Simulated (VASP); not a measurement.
Write the native input for VASP 6.6.1 that does the following.

```yaml
Task: single point
Functional: PBE
Potentials_or_basis: VASP PAW PBE potentials, release 64 (Si, Te)
Cutoff: 520 eV
k_mesh: 12 × 12 × 4
Occupations: gaussian, width 0.1 eV
Spin: no spin polarisation
Dipole_correction: no
Further_INCAR_settings: ALGO = Normal; EDIFF = 1e-06; NBANDS = 22
```

The structure of Si5Te lies in POSCAR:

```
Si5Te
1.0
    3.2945309783      0.0000000000      0.0000000000
    0.0000000000      3.2945309783      0.0000000000
    0.0000000000      0.0000000000     10.0013939335
Si Te
5 1
Direct
    0.5000000000      0.5000000000      0.3621200532
    0.5000000000      0.5000000000      0.6378799468
    0.0000000000      0.0000000000      0.2536383342
    0.0000000000      0.0000000000      0.7463616658
    0.0000000000      0.0000000000      0.5000000000
    0.5000000000      0.5000000000      0.0000000000
```

The cell was built from a structure type or drawn by symmetry, and may not be a known phase.

One way to write it, as run:

INCAR

```
PREC     = Accurate       # precision mode
ENCUT    = 520            # plane-wave cutoff, eV
EDIFF    = 1E-6           # SCF threshold, eV
ISMEAR   = 0              # smearing method
SIGMA    = 0.1            # smearing width, eV
LREAL    = F              # projectors in reciprocal space
LASPH    = T              # aspherical terms in the spheres
NELM     = 100            # most SCF steps
ALGO     = Normal         # electronic algorithm
ISIF     = 2              # what is computed and relaxed
LWAVE    = F              # write WAVECAR
LCHARG   = F              # write CHGCAR
GGA      = PE             # functional
NBANDS   = 22             # bands
```

KPOINTS

```
Automatic mesh
0
Gamma
  12 12 4
```

Potentials or basis: VASP PAW PBE potentials, release 64 (Si, Te).

Launch:

```sh
$ cat potpaw_PBE.64/Si/POTCAR potpaw_PBE.64/Te/POTCAR > POTCAR
$ mpirun -np 1 vasp_std > vasp.out
```

It gave:

| Quantity | Value |
| --- | --- |
| Pressure | 0.0 GPa |
| Largest force | 0.004 eV/Å |
| Band gap on the k mesh | zero (bands 13 and 14 overlap by 3.66 eV) |

Caveat: spin-orbit coupling is left out, which moves the levels of the heavy elements.

It took 6 min on 1 thread of Intel Xeon 8259CL (shared host), peak memory 0.34 GiB.
